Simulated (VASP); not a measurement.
# BaTiO3: single point with PBE+U

BaTiO3:

```xyz
5
Lattice="4.0289 0.0000 0.0000 0.0000 4.0289 0.0000 0.0000 0.0000 4.0289" Properties=species:S:1:pos:R:3 pbc="T T T"
Ba    2.0158    2.0144    2.0144
Ti    0.0512    0.0000    0.0000
O     1.9312    0.0000    0.0000
O    -0.0409    2.0144    0.0000
O    -0.0409    0.0000    2.0144
```

This cell differs from its parent crystal: atoms displaced along a vibrational mode.

```json
{"Program": "VASP 6.6.1", "Task": "single point", "Functional": "PBE", "Potentials or basis": "VASP PAW PBE potentials, release 64 (Ba_sv, Ti_sv, O)", "Cutoff": "520 eV", "k mesh": "8 × 8 × 8", "Occupations": "gaussian, width 0.05 eV", "Spin": "no spin polarisation", "Hubbard terms": "Ti d U = 4.0 eV", "Dipole correction": "no", "Further INCAR settings": "ALGO = Normal; EDIFF = 1e-06; NBANDS = 28"}
```

* Pressure: 4.7 GPa
* Largest force: 0.550 eV/Å
* Band gap on the k mesh: 2.22 eV (least direct gap 2.54 eV)

Forces on the atoms (eV/Å):
```
Ba   0.013  0.000  0.000
Ti  -0.480  0.000  0.000
O    0.550  0.000  0.000
O   -0.042  0.000  0.000
O   -0.042  0.000  0.000
```

Stress tensor (GPa, compression positive):
```
6.52 0.00 0.00
0.00 3.75 0.00
0.00 0.00 3.75
```

Levels at points of the mesh, in eV from the valence-band top:
```tsv
k point	band 16	band 17	band 18	band 19	band 20	band 21	band 22	band 23	band 24	band 25
(0.00, 0.00, 0.00)	-1.23	-1.10	-0.36	-0.33	-0.33	2.22	2.38	2.38	3.89	3.99
(0.50, 0.00, 0.00)	-1.92	-1.90	-1.90	-0.78	-0.78	2.40	3.90	3.92	3.92	5.80
(0.00, 0.50, 0.00)	-1.92	-1.71	-1.62	-0.99	-0.92	2.54	3.85	3.86	3.95	5.68
(0.50, 0.50, 0.00)	-2.55	-1.89	-0.92	-0.90	-0.17	3.88	3.93	4.29	4.66	7.44
(0.00, 0.50, 0.50)	-2.60	-1.94	-1.03	-1.03	-0.09	3.89	3.89	4.29	4.57	7.43
(0.50, 0.50, 0.50)	-2.41	-2.31	-0.09	-0.09	0.00	4.51	4.52	4.52	6.37	6.55
```

Eigenvalues of the final occupation matrices:
| site | spin | trace | eigenvalues |
| --- | --- | --- | --- |
| site 2 d | 1 | 0.79 | 0.10 0.11 0.11 0.23 0.24 |
| site 2 d | 2 | 0.79 | 0.10 0.11 0.11 0.23 0.24 |

Run time: 120 s on 1 thread of AMD EPYC 7R13 Processor (Zen 3), on a shared host, peak memory 0.24 GiB.

Caveat: the cell differs from its parent crystal (atoms displaced along a vibrational mode); the cell stands under pressure; spin-orbit coupling is left out, which moves the levels of the heavy elements. A k mesh can miss the band edges.
